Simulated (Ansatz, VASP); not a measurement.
BN: VASP beside Ansatz

```xyz
2
Lattice="0.0000 1.7345 1.7345 1.7345 0.0000 1.7345 1.7345 1.7345 0.0000" Properties=species:S:1:pos:R:3 pbc="T T T"
B     0.0000    0.0000    0.0000
N     0.8673    0.8673    0.8673
```

Alike in both runs: task single point; functional LDA; k mesh 12 × 12 × 12; occupations gaussian, width 0.02 eV; no spin polarisation.

|  | VASP | Ansatz |
| --- | --- | --- |
| version | VASP 6.6.1 | Ansatz 0.2.0 |
| potentials or method | VASP PAW LDA potentials, release 64 (B, N), cutoff 600 eV | scalar-relativistic, plane waves, PAW |
| valence electrons in the cell | 8 | 8 |

|  | VASP | Ansatz | Ansatz less VASP |
| --- | --- | --- | --- |
| gap on the k mesh at the Fermi level (eV) | 4.48 | 4.50 | +0.015 |
| least direct gap on the mesh (eV) | 9.27 | 9.28 | +0.009 |

Ansatz warns that its potentials were made for another functional, while VASP's fit it. LDA's correlation is that of Perdew and Zunger in VASP and of Perdew and Wang (1992) in Ansatz.
